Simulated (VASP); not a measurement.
# Cl (Cmce) in VASP: a series of runs

Runs on Cl. Level: r2SCAN. Tasks: single point.

Program: VASP 6.6.1. These are calculated values, not measurements. Logs are shortened: lines on timing, memory, paths and dates and some standing lists are left out, and cuts for length are marked.

## 1. The cell of the first run

It takes space group Cmce (No. 64, orthorhombic). Conventional cell: a = 6.248 Å, b = 4.470 Å, c = 8.155 Å, α = 90.00°, β = 90.00°, γ = 90.00°. Within 2.7 Å of Cl (site symmetry m) lie 1 Cl at 2.00 Å.

## 2. Single point, r2SCAN

The input, POSCAR:

```
Cl
1.0
    3.1238919815     -2.2348988739      0.0000000000
    3.1238919815      2.2348988739      0.0000000000
    0.0000000000      0.0000000000      8.1548976686
Cl
4
Direct
    0.3700000000      0.6300000000      0.4000000000
    0.1300000000      0.8700000000      0.9000000000
    0.6300000000      0.3700000000      0.6000000000
    0.8700000000      0.1300000000      0.1000000000
```

The input, INCAR.step1:

```
PREC = Accurate
ENCUT = 520
ISMEAR = -1
SIGMA = 0.05
LREAL = F
LASPH = T
NELM = 80
NBANDS = 22
GGA = PE
ALGO = Normal
EDIFF = 1E-4
LWAVE = T
LCHARG = F
```

The input, INCAR.step2:

```
PREC = Accurate
ENCUT = 520
EDIFF = 1E-7
ISMEAR = -1
SIGMA = 0.05
LREAL = F
LASPH = T
NELM = 80
ALGO = Normal
ISIF = 2
LWAVE = F
LCHARG = F
METAGGA = R2SCAN
LMIXTAU = T
NBANDS = 22
ISTART = 1
```

The input, KPOINTS:

```
Automatic mesh
0
Gamma
  7 7 4
```

Potentials or basis: VASP PAW PBE potentials, release 64 (Cl).

Started as:

```sh
$ cat potpaw_PBE.64/Cl/POTCAR > POTCAR
$ cp INCAR.step1 INCAR
$ mpirun -np 1 vasp_std > vasp.out
$ cp INCAR.step2 INCAR
$ mpirun -np 1 vasp_std > vasp.out
```

OUTCAR:

```text
PREC = Accurate
   ENCUT = 520
   EDIFF = 1E-7
   ISMEAR = -1
   LREAL = F
   LASPH = T
   NELM = 80
   ISIF = 2
   METAGGA = R2SCAN
   ISTART = 1

 ion  position               nearest neighbor table
   1  0.370  0.630  0.400-   3 2.00
   2  0.130  0.870  0.900-   4 2.00
   3  0.630  0.370  0.600-   1 2.00
   4  0.870  0.130  0.100-   2 2.00

  LATTYP: Found a base centered orthorhombic cell.
 ALAT       =     4.4697977478
 B/A-ratio  =     1.3977777778
 C/A-ratio  =     1.8244444444

  Lattice vectors:

 A1 = (  -3.1238919815,  -2.2348988739,   0.0000000000)
 A2 = (   3.1238919815,  -2.2348988739,   0.0000000000)
 A3 = (   0.0000000000,   0.0000000000,   8.1548976686)

Analysis of symmetry for initial positions (statically):
=====================================================================
 Subroutine PRICEL returns:
 Original cell was already a primitive cell.

 Routine SETGRP: Setting up the symmetry group for a
 base centered orthorhombic supercell.

 Subroutine GETGRP returns: Found  8 space group operations
 (whereof  4 operations were pure point group operations)
 out of a pool of  8 trial point group operations.

The static configuration has the point symmetry C_2h.
 The point group associated with its full space group is D_2h.

Analysis of symmetry for dynamics (positions and initial velocities):
=====================================================================
 Subroutine PRICEL returns:
 Original cell was already a primitive cell.

 Routine SETGRP: Setting up the symmetry group for a
 base centered orthorhombic supercell.

 Subroutine GETGRP returns: Found  8 space group operations
 (whereof  4 operations were pure point group operations)
 out of a pool of  8 trial point group operations.

The dynamic configuration has the point symmetry C_2h.
 The point group associated with its full space group is D_2h.

 Subroutine INISYM returns: Found  8 space group operations
 (whereof  4 operations are pure point group operations),
 and found     1 'primitive' translations

----------------------------------------------------------------------------------------

                                     Primitive cell

  volume of cell :     113.8682

  direct lattice vectors                    reciprocal lattice vectors
     3.123891981 -2.234898874  0.000000000     0.160056751 -0.223723769  0.000000000
     3.123891981  2.234898874  0.000000000     0.160056751  0.223723769  0.000000000
     0.000000000  0.000000000  8.154897669     0.000000000  0.000000000  0.122625696

  length of vectors
     3.841025135  3.841025135  8.154897669     0.275082694  0.275082694  0.122625696

  position of ions in fractional coordinates (direct lattice)
     0.370000000  0.630000000  0.400000000
     0.130000000  0.870000000  0.900000000
     0.630000000  0.370000000  0.600000000
     0.870000000  0.130000000  0.100000000

  ion indices of the primitive-cell ions
   primitive index   ion index
                 1           1
                 2           2
                 3           3
                 4           4

----------------------------------------------------------------------------------------

 KPOINTS: Automatic mesh

Automatic generation of k-mesh.
 Grid dimensions read from file:
 generate k-points for:    7    7    4

 Generating k-lattice:

  Cartesian coordinates                     Fractional coordinates (reciprocal lattice)
     0.022865250 -0.031960538  0.000000000     0.142857143  0.000000000  0.000000000
     0.022865250  0.031960538  0.000000000     0.000000000  0.142857143  0.000000000
     0.000000000  0.000000000  0.030656424     0.000000000  0.000000000  0.250000000

  Length of vectors
     0.039297528  0.039297528  0.030656424

  Shift w.r.t. Gamma in fractional coordinates (k-lattice)
     0.000000000  0.000000000  0.000000000

 Subroutine IBZKPT returns following result:
 ===========================================

 Found     48 irreducible k-points:

 Following reciprocal coordinates:
            Coordinates               Weight
  0.000000  0.000000  0.000000      1.000000
  0.142857  0.000000  0.000000      4.000000
  0.285714 -0.000000  0.000000      4.000000
  0.428571  0.000000  0.000000      4.000000
  0.142857  0.142857  0.000000      2.000000
  0.285714  0.142857  0.000000      4.000000
[... 16 lines left out ...]
  0.428571  0.142857  0.250000      8.000000
 -0.428571  0.142857  0.250000      8.000000
 [... further k-points ...]
   k-points           NKPTS =     48   k-points in BZ     NKDIM =     48   number of bands    NBANDS=     22
   number of dos      NEDOS =    301   number of ions     NIONS =      4
   total plane-waves  NPLWV =  57600
   dimension x,y,z NGX =    30 NGY =   30 NGZ =   64
   dimension x,y,z NGXF=    60 NGYF=   60 NGZF=  128
   ions per type =               4
   NGX,Y,Z   is equivalent  to a cutoff of  12.98, 12.98, 13.05 a.u.
   NGXF,Y,Z  is equivalent  to a cutoff of  25.97, 25.97, 26.09 a.u.
 SYSTEM =  unknown system
   PREC   = accura    normal or accurate (medium, high low for compatibility)
   ISTART =      1    job   : 0-new  1-cont  2-samecut
   ICHARG =      0    charge: 1-file 2-atom 10-const
   ISPIN  =      1    spin polarized calculation?
   LNONCOLLINEAR =      F non collinear calculations
   LSORBIT =      F    spin-orbit coupling
   LASPH  =      T    aspherical Exc in radial PAW
   ENCUT  =  520.0 eV  38.22 Ry    6.18 a.u.   7.14  7.14 15.16*2*pi/ulx,y,z
   NELM   =     80;   NELMIN=  2; NELMDL=  0     # of ELM steps
   EDIFF  = 0.1E-06   stopping-criterion for ELM
   LREAL  =      F    real-space projection
   EDIFFG = 0.1E-05   stopping-criterion for IOM
   NSW    =      0    number of steps for IOM
   IBRION =     -1    ionic relax: 0-MD 1-quasi-New 2-CG
   NFREE  =      0    steps in history (QN), initial steepest desc. (CG)
   ISIF   =      2    stress and relaxation
   ISYM   =      2    0-nonsym 1-usesym 2-fastsym
   POTIM  = 0.5000    time-step for ionic-motion
   TEBEG  =    0.0;   TEEND  =   0.0 temperature during run
   PSTRESS=    0.0 pullay stress
   NELECT =      28.0000    total number of electrons
   NUPDOWN=      -1.0000    fix difference up-down
   EMIN   =  10.00;   EMAX   =-10.00  energy-range for DOS
   EFERMI =   0.00;   METHOD = LEGACY
   ISMEAR =    -1;   SIGMA  =   0.05  broadening in eV -4-tet -1-fermi 0-gaus
   EFERMI_NEDOS =   21; number of points for ismear=-14 and -15
   IALGO  =     38    algorithm
   IMIX   =      4    mixing-type and parameters
     AMIX     =   0.40;   BMIX     =  1.00
     AMIX_MAG =   1.60;   BMIX_MAG =  1.00
  volume/ion in A,a.u.               =      28.47       192.11
  Fermi-wavevector in a.u.,A,eV,Ry     =   1.025636  1.938172 14.312374  1.051930
  Thomas-Fermi vector in A             =   2.159487
   LORBIT       =      0    0 simple, 1 ext, 2 COOP (PROOUT), +10 PAW based schemes
   METAGGA = R2SCAN    functional components
   LHFCALC =     F    Hartree Fock is set to
   AEXX    =    0.0000 exact exchange contribution
   IVDW    =     0    specifies the selected vdW correction
   LEPSILON=     F    determine dielectric tensor
   LRPA    =     F    only Hartree local field effects (RPA)
 non-spin polarized calculation
  energy-cutoff  :      520.00
  volume of cell :      113.87
 maximum number of plane-waves:      3102
 NGX is ok and might be reduce to    30
   NGX = 15   NGY = 15   NGZ = 31

 number of electron      28.0000000 magnetization

 Free energy of the ion-electron system (eV)
  ---------------------------------------------------
  ext. energy  EPLUGINS =         0.00000000
  ---------------------------------------------------
  free energy    TOTEN  =       -24.58437410 eV

  energy without entropy =      -24.58437410  energy(sigma->0) =      -24.58437410

 E-fermi :   0.3125     XC(G=0):  -8.2634

 val. band max:       -0.8472604451   @ k =  -0.4286   0.4286   0.0000
 cond. band min:       2.1258007724   @ k =   0.1429   0.0000   0.0000
 fundamental gap:      2.9730612175
 Fermi energy:         0.3124926080

 k-point     1 :       0.0000    0.0000    0.0000
  band No.  band energies     occupation
      1     -18.2767      2.00000
      2     -18.0600      2.00000
      3     -13.9883      2.00000
      4     -13.3982      2.00000
      5      -6.3612      2.00000
      6      -5.4984      2.00000
[... 14 lines left out ...]
     21      10.0622      0.00000
     22      10.3468      0.00000

 k-point     2 :       0.1429    0.0000    0.0000
  band No.  band energies     occupation
      1     -18.2383      2.00000
      2     -18.0412      2.00000
      3     -13.9628      2.00000
      4     -13.4348      2.00000
      5      -6.3567      2.00000
      6      -5.5433      2.00000
[... 14 lines left out ...]
     21       9.8946      0.00000
     22      10.4352      0.00000

 k-point     3 :       0.2857   -0.0000    0.0000
  band No.  band energies     occupation
      1     -18.1436      2.00000
      2     -18.0043      2.00000
      3     -13.8929      2.00000
      4     -13.5339      2.00000
      5      -6.3239      2.00000
      6      -5.6958      2.00000
[... 14 lines left out ...]
     21      10.1506      0.00000
     22      10.9996      0.00000
[... 476 lines left out ...]
 k-point    23 :       0.4286    0.1429    0.2500
  band No.  band energies     occupation
      1     -18.0553      2.00000
      2     -17.9777      2.00000
      3     -13.7913      2.00000
      4     -13.6010      2.00000
      5      -6.1679      2.00000
      6      -5.8433      2.00000
[... 14 lines left out ...]
     21      10.3264      0.00000
     22      10.4657      0.00000

 k-point    24 :      -0.4286    0.1429    0.2500
  band No.  band energies     occupation
      1     -18.0055      2.00000
      2     -17.9921      2.00000
      3     -13.7344      2.00000
      4     -13.7076      2.00000
      5      -6.0392      2.00000
      6      -6.0117      2.00000
[... 14 lines left out ...]
     21      10.4309      0.00000
     22      10.6652      0.00000

 [... further k-points ...]

------------------------ aborting loop because EDIFF is reached ----------------------------------------

  FORCE on cell =-STRESS in cart. coord.  units (eV):
  Direction    XX          YY          ZZ          XY          YZ          ZX
  --------------------------------------------------------------------------------------
  -------------------------------------------------------------------------------------
  Total        0.1111767     -0.4749104     -0.7834510      0.0000000      0.0000000      0.0000000
  in kB        1.5643063     -6.6822062    -11.0235131      0.0000000      0.0000000      0.0000000
  external PRESSURE =      -5.3804710 kB  Pullay stress =       0.0000000 kB

 VOLUME and BASIS-vectors are now :
 -----------------------------------------------------------------------------
  energy-cutoff  :      520.00
  volume of cell :      113.87
      direct lattice vectors                 reciprocal lattice vectors
     3.123891981 -2.234898874  0.000000000     0.160056751 -0.223723769  0.000000000
     3.123891981  2.234898874  0.000000000     0.160056751  0.223723769  0.000000000
     0.000000000  0.000000000  8.154897669     0.000000000  0.000000000  0.122625696

 POSITION                                       TOTAL-FORCE (eV/Angst)
 -----------------------------------------------------------------------------------
      3.12389      0.58107      3.26196         0.000000     -0.144447      0.073361
      3.12389      1.65383      7.33941         0.000000      0.144447      0.073361
      3.12389     -0.58107      4.89294         0.000000      0.144447     -0.073361
      3.12389     -1.65383      0.81549         0.000000     -0.144447     -0.073361
 -----------------------------------------------------------------------------------
    total drift:                                0.000000     -0.000000     -0.000000

  FREE ENERGIE OF THE ION-ELECTRON SYSTEM (eV)
  ---------------------------------------------------
  free  energy   TOTEN  =       -24.5843741010 eV

  energy  without entropy=      -24.5843741009  energy(sigma->0) =      -24.58437410
```

It took 7 min on 1 thread of Oxide Virtual Turin-like, shared host; peak memory 0.24 GiB.

Results:

- Free energy: -24.5844 eV
- Pressure: -0.5 GPa
- Largest force: 0.162 eV/Å
- Band gap on the k mesh: 2.97 eV (least direct gap 3.03 eV)

Forces on the atoms (eV/Å):
```
Cl   0.000 -0.144  0.073
Cl   0.000  0.144  0.073
Cl   0.000  0.144 -0.073
Cl   0.000 -0.144 -0.073
```

Caveat: the PAW data sets were made with another functional, which shifts forces and pressure a little. A k mesh can miss the band edges.

## 3. Single point, r2SCAN

This run uses another cell than the first one, of 29.63 Å³/atom.

The input, POSCAR:

```
Cl
1.0
    3.1658284216     -2.2649010965      0.0000000000
    3.1658284216      2.2649010965      0.0000000000
    0.0000000000      0.0000000000      8.2643724455
Cl
4
Direct
    0.3700000000      0.6300000000      0.4000000000
    0.1300000000      0.8700000000      0.9000000000
    0.6300000000      0.3700000000      0.6000000000
    0.8700000000      0.1300000000      0.1000000000
```

The input, INCAR.step1:

```
PREC = Accurate ; ENCUT = 520
ISMEAR = -1 ; SIGMA = 0.05
LREAL = False ; LASPH = True
NELM = 100 ; NBANDS = 22
GGA = PE ; ALGO = Normal
EDIFF = 1E-4 ; LWAVE = True
LCHARG = False
```

The input, INCAR.step2:

```
PREC = Accurate ; ENCUT = 520
EDIFF = 1E-6 ; ISMEAR = -1
SIGMA = 0.05 ; LREAL = False
LASPH = True ; NELM = 100
ALGO = Normal ; ISIF = 2
LWAVE = False ; LCHARG = False
METAGGA = R2SCAN ; LMIXTAU = True
NBANDS = 22 ; ISTART = 1
```

The input, KPOINTS:

```
regular mesh
0
Gamma
  7 7 4
```

Potentials or basis: VASP PAW PBE potentials, release 64 (Cl).

Started as:

```sh
$ cat potpaw_PBE.64/Cl/POTCAR > POTCAR
$ cp INCAR.step1 INCAR
$ mpirun -np 1 vasp_std > vasp.out
$ cp INCAR.step2 INCAR
$ mpirun -np 1 vasp_std > vasp.out
```

Wall time 6.4 min (1 thread of Oxide Virtual Turin-like, shared host); peak memory 0.24 GiB.

Results (log left out):

```yaml
Free_energy: -24.5556 eV
Pressure: -1.6 GPa
Largest_force: 0.591 eV/Å
Band_gap_on_the_k_mesh: 2.82 eV (least direct gap 2.87 eV)
```

Forces in eV/Å, atoms in the order of the input:
```
Cl   0.000 -0.403  0.432
Cl   0.000  0.403  0.432
Cl   0.000  0.403 -0.432
Cl   0.000 -0.403 -0.432
```

Stress tensor (GPa, compression positive):
```
-0.05  0.00  0.00
 0.00 -1.72  0.00
 0.00  0.00 -2.99
```

Levels at points of the mesh, in eV from the valence-band top:
```
           k point  band 12  band 13  band 14  band 15  band 16  band 17
(0.00, 0.00, 0.00)    -0.38    -0.14    -0.05     2.82     3.38     7.59
(0.00, 0.00, 0.50)    -0.61    -0.10    -0.10     3.02     3.02     8.15
```

Caveat: the PAW data sets were made with another functional, which shifts forces and pressure a little.

(Continued in part 2 of 2.)
